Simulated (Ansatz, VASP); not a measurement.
**K in VASP and in Ansatz**

```
K
1.0
    -2.73306    2.73306    2.73306
     2.73306   -2.73306    2.73306
     2.73306    2.73306   -2.73306
K
1
Direct
  0.00000 0.00000 0.00000
```

Alike in both runs: task single point; functional PBE; dispersion D4; k mesh 7 × 7 × 7; collinear spin.

```csv
,VASP,Ansatz
version,VASP 6.6.1,Ansatz 0.2.0
potentials or method,"VASP PAW PBE potentials, release 64 (K_sv)",Ansatz PAW polarizable
plane-wave cutoff (eV),500,420
occupations,"methfessel-paxton of order 1, width 0.05 eV","cold, width 0.05 eV"
valence electrons in the cell,9,9
```

|  | VASP | Ansatz | Ansatz less VASP |
| --- | --- | --- | --- |
| gap on the k mesh at the Fermi level (eV) | none | none | - |
| pressure (GPa) | -0.5 | -0.4 | +0.01 |
| net moment per atom (μB) | 0.04 | 0.05 | +0.012 |

A gap of «none» marks a metal or a gap that the smearing closes.
